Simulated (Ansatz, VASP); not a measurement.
# SiAu: VASP beside Ansatz

```
Au Si
1.0
     1.64828   -0.95164    3.61687
     0.00000    1.90327    3.61687
    -1.64828   -0.95164    3.61687
Au Si
1 1
Cartesian
  0.0000 0.0000 0.0000
  0.0000 0.0000 5.4253
```

Alike in both runs: task electric field gradients; functional LDA; k mesh 15 × 15 × 15; occupations fermi-dirac, width 0.08 eV; no spin polarisation.

|  | VASP | Ansatz |
| --- | --- | --- |
| version | VASP 6.6.1 | Ansatz 0.2.0 |
| potentials or method | VASP PAW LDA potentials, release 64 (Au_sv_GW, Si) | PAW with Ansatz's default frozen-core files, scalar-relativistic |
| plane-wave cutoff (eV) | 400 | 420 |
| valence electrons in the cell | 23 | 23 |

```csv
,VASP,Ansatz,Ansatz less VASP
size of Vzz on the site where it differs most (V/Å²),268.4,215.5,-52.99
```

LDA's correlation is that of Perdew and Zunger in VASP and of Perdew and Wang (1992) in Ansatz.

Neither program's run includes spin-orbit coupling.
